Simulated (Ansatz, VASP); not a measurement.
# Sc in VASP and in Ansatz

```
Sc
1.0
     6.48801    3.74586    1.10603
    -6.48801    3.74586    1.10603
     0.00000   -7.49171    1.10603
Sc
6
Direct
  0.49895 0.22796 0.07528
  0.07528 0.49895 0.22796
  0.22796 0.07528 0.49895
  0.50105 0.77204 0.92472
  0.92472 0.50105 0.77204
  0.77204 0.92472 0.50105
```

Alike in both runs: functional PBE; k mesh 12 × 12 × 12; occupations gaussian, width 0.1 eV; no spin polarisation.

Ansatz relaxed the structure, and its values are those at the end. VASP's run is a single point on that final structure, the one shown.

|  | VASP | Ansatz |
| --- | --- | --- |
| version | VASP 6.6.1 | Ansatz 0.2.0 |
| potentials or method | VASP PAW PBE potentials, release 64 (Sc_sv), cutoff 500 eV | scalar-relativistic, plane waves, PAW |
| valence electrons in the cell | 66 | 66 |

|  | VASP | Ansatz | Ansatz less VASP |
| --- | --- | --- | --- |
| gap on the k mesh at the Fermi level (eV) | none | none | - |
| pressure (GPa) | 0.0 | 0.0 | -0.01 |
| rms of the force components (eV/Å) | 0.004 | 0.001 | -0.0030 |

A gap of «none» marks a metal or a gap that the smearing closes. The functional is the same, so the differences come from potentials, cutoffs and numerics.
